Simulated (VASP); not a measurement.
The system is C.

```xyz
2
Lattice="0.0000 1.7714 1.7714 1.7714 0.0000 1.7714 1.7714 1.7714 0.0000" Properties=species:S:1:pos:R:3 pbc="T T T"
C     2.6571    2.6571    2.6571
C     1.7714    1.7714    1.7714
```

Base run:

- Program: VASP 6.6.1
- Functional: revPBE
- Potentials or basis: VASP PAW PBE potentials, release 64 (C)
- Cutoff: 520 eV
- k mesh: 13 × 13 × 13
- Occupations: fermi-dirac, width 0.05 eV
- Spin: no spin polarisation

Its results: band gap on the k mesh 4.18 eV, indirect (least direct gap 5.65 eV); pressure 16.4 GPa.

**Question.** The run is repeated on the same cell with these changes: dispersion from none to D3(BJ). What comes out?

**Answer.** Band gap on the k mesh 4.18 eV, indirect (least direct gap 5.65 eV); pressure 5.0 GPa.

Dispersion adds attraction, which lowers the pressure at fixed volume and, as a term added to the energy, leaves the levels alone.

Caveats: the PAW data sets were made with another functional, which shifts forces and pressure a little.

A k mesh can miss the band edges.
